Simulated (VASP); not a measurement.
A run of VASP 6.6.1:

The input INCAR:

```
SYSTEM = SiC
  PREC = Accurate
  ENCUT = 600
  EDIFF = 1E-6
  ISMEAR = 0
  SIGMA = 0.05
  LREAL = .False.
  LASPH = .True.
  NELM = 120
  ALGO = Normal
  ISIF = 2
  LWAVE = .False.
  LCHARG = .False.
  GGA = PS
  NBANDS = 11
  GGA_COMPAT = .False.
```

The input KPOINTS:

```
regular mesh
0
Gamma
  10 10 10
  0 0 0
```

File POSCAR:

```
SiC
1.0
    0.0000000000      2.1239347058      2.1239347058
    2.1239347058      0.0000000000      2.1239347058
    2.1239347058      2.1239347058      0.0000000000
Si C
1 1
Direct
    0.0023558598     -0.0023558598      0.0023558598
    0.7444913561      0.7555086439      0.7444913561
```

Potentials or basis: VASP PAW PBE potentials, release 64 (Si, C).

Command:

```sh
$ cat potpaw_PBE.64/Si/POTCAR potpaw_PBE.64/C/POTCAR > POTCAR
$ mpirun -np 1 vasp_std > vasp.out
```

Hardware: 1 thread of Intel Xeon 8259CL (shared host).

Q: How long does it take, and how much memory?

A: Wall time 40 s on 1 thread of Intel Xeon 8259CL (shared host), peak memory 0.16 GiB. Counts: scf iterations 11, k points 171.
